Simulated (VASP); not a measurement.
## H: single point with PBE

H:

```
H
1.0
     1.93230    0.01449    0.01449
    -0.95360    1.66617    0.00530
     0.01429    0.01429    1.90471
H
2
Direct
  0.33333 0.66667 0.25000
  0.66667 0.33333 0.75000
```

This cell differs from its parent crystal: equal xy, yz and zx shear strains of +1.5 %.

```json
{
 "Program": "VASP 6.6.1",
 "Task": "single point",
 "Functional": "PBE",
 "Potentials or basis": "VASP PAW PBE potentials, release 64 (H)",
 "Cutoff": "520 eV",
 "k mesh": "17 × 17 × 9",
 "Occupations": "fermi-dirac, width 0.05 eV",
 "Spin": "no spin polarisation"
}
```

| Property | Result |
| --- | --- |
| Pressure | -0.3 GPa |
| Largest force | 0.036 eV/Å |
| Band gap on the k mesh | zero (bands 1 and 2 overlap by 8.11 eV) |

Forces on the atoms (eV/Å):
```
H    0.034 -0.009 -0.002
H   -0.034  0.009  0.002
```

Stress tensor (GPa, compression positive):
```
-1.65  0.13  0.57
 0.13 -0.21  1.14
 0.57  1.14  0.90
```

Levels at points of the mesh, in eV from the Fermi level:
```
           k point  band 1  band 2  band 3  band 4  band 5  band 6
(0.00, 0.00, 0.00)  -16.20   16.70   28.13   36.09   38.18   38.90
```

Wall time 38 s on 1 thread of Intel Xeon 8259CL (shared host), peak memory 0.15 GiB.

Caveat: the k points lie up to 0.37 Å⁻¹ apart, too coarse for converged energies and pressures of a metal; the cell differs from its parent crystal (equal xy, yz and zx shear strains of +1.5 %).
